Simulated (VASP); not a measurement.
Here is a VASP 6.6.1 calculation.

The input INCAR:

```
SYSTEM = BeSe5
PREC = Accurate ; ENCUT = 600
EDIFF = 1E-7 ; ISMEAR = 0
SIGMA = 0.1 ; LREAL = .FALSE.
LASPH = .TRUE. ; NELM = 100
ALGO = Normal ; ISIF = 3
LWAVE = .FALSE. ; LCHARG = .FALSE.
GGA = PE ; IBRION = 2
NSW = 90 ; EDIFFG = -0.04
```

The input KPOINTS:

```
Automatic mesh
0
G
  3 3 3
  0 0 0
```

File POSCAR:

```
BeSe5
1.0
    3.0146787200      1.7405255700      5.6772662000
   -3.0146787200      1.7405255700      5.6772662000
    0.0000000000     -3.4810511500      5.6772662000
Be Se
1 5
Direct
    0.5000000000      0.5000000000      0.5000000000
    0.6659068300      0.3340931700      0.0000000000
    0.1671338100      0.1671338100      0.1671338100
    0.0000000000      0.6659068300      0.3340931700
    0.3340931700      0.0000000000      0.6659068300
    0.8328661900      0.8328661900      0.8328661900
```

Potentials or basis: VASP PAW PBE potentials, release 64 (Be, Se).

The run is started by

```bash
$ cat potpaw_PBE.64/Be/POTCAR potpaw_PBE.64/Se/POTCAR > POTCAR
$ mpirun -np 1 vasp_std > vasp.out
```

Task: Predict the relaxed volume.

Result: 21.07 Å³/atom.

Task: Predict the relaxed cell.

Result: a = 5.022 Å, b = 5.022 Å, c = 5.022 Å, α = 87.92°, β = 87.92°, γ = 87.92°.

Final structure:
```
Be Se
1.0
     3.48613    2.01272    3.00327
    -3.48613    2.01272    3.00327
     0.00000   -4.02544    3.00327
Be Se
1 5
Direct
  0.50000 0.50000 0.50000
  0.49883 0.50117 0.00000
  0.14864 0.14864 0.14864
  0.00000 0.49883 0.50117
  0.50117 0.00000 0.49883
  0.85136 0.85136 0.85136
```

Caveat: the k points lie up to 0.42 Å⁻¹ apart in the final cell; the volume moved by over 15 % at a fixed basis, so the end points are rough.
